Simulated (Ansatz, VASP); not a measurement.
One calculation of SnSe2, two programs

The input INCAR:

```
SYSTEM = SnSe2
PREC = Accurate ; ENCUT = 520
EDIFF = 1E-6 ; ISMEAR = 0
SIGMA = 0.05 ; LREAL = .FALSE.
LASPH = .TRUE. ; NELM = 100
ALGO = Normal ; ISIF = 2
LWAVE = .FALSE. ; LCHARG = .FALSE.
GGA = PE ; NBANDS = 20
```

The input KPOINTS:

```
Automatic mesh
0
G
  9 9 6
  0 0 0
```

The input POSCAR:

```
SnSe2
1.0
    3.6794800447      0.0000000000      0.0000000000
   -1.8397400224      3.1865231914      0.0000000000
    0.0000000000      0.0000000000      5.9242428639
Sn Se
1 2
Direct
    0.0000000000      0.0000000000      0.0000000000
    0.3333333333      0.6666666667      0.2490000000
    0.6666666667      0.3333333333      0.7510000000
```

Input for Ansatz:

```yaml
crystal:
  lattice:
    - [3.6794800447, 0.0, 0.0]
    - [-1.8397400224, 3.1865231914, 0.0]
    - [0.0, 0.0, 5.9242428639]
  atoms:
    - { symbol: Sn, position: [0.0, 0.0, 0.0] }
    - { symbol: Se, position: [0.3333333333, 0.6666666667, 0.249] }
    - { symbol: Se, position: [0.6666666667, 0.3333333333, 0.751] }
basis:
  ecutwfc: 420
  fft_grid_basis: typed
kpoints:
  mp_grid: { grid: [9, 9, 6] }
hamiltonian:
  xc: pbe
  pseudopotentials: { kind: paw }
scf:
  occupations: { method: gaussian, width: 0.05 }
output:
  forces: true
  stress: true
  eigenvalues: true
  bader: true
  write_density: true
  volumetric_format: npy
  elf: true
```

Alike in both runs: task single point; functional PBE; k mesh 9 × 9 × 6; occupations gaussian, width 0.05 eV; no spin polarisation.

|  | VASP | Ansatz |
| --- | --- | --- |
| version | VASP 6.6.1 | Ansatz 0.2.0 |
| potentials or method | VASP PAW PBE potentials, release 64 (Sn_d, Se), cutoff 520 eV | scalar-relativistic, plane waves, PAW |
| valence electrons in the cell | 26 | 46 |

```tsv
	VASP	Ansatz	Ansatz less VASP
gap on the k mesh at the Fermi level (eV)	0.81	0.82	+0.010
pressure (GPa)	16.6	16.4	-0.15
traceless stress, the component that is largest in VASP (GPa)	0.74	0.73	-0.005
rms of the force components (eV/Å)	0.970	0.958	-0.0119
```

Atom by atom the forces differ by 0.012 eV/Å (rms over components). VASP's potentials hold 26 valence electrons a cell and Ansatz's 46, so a difference there can come from the potentials and not from the codes.
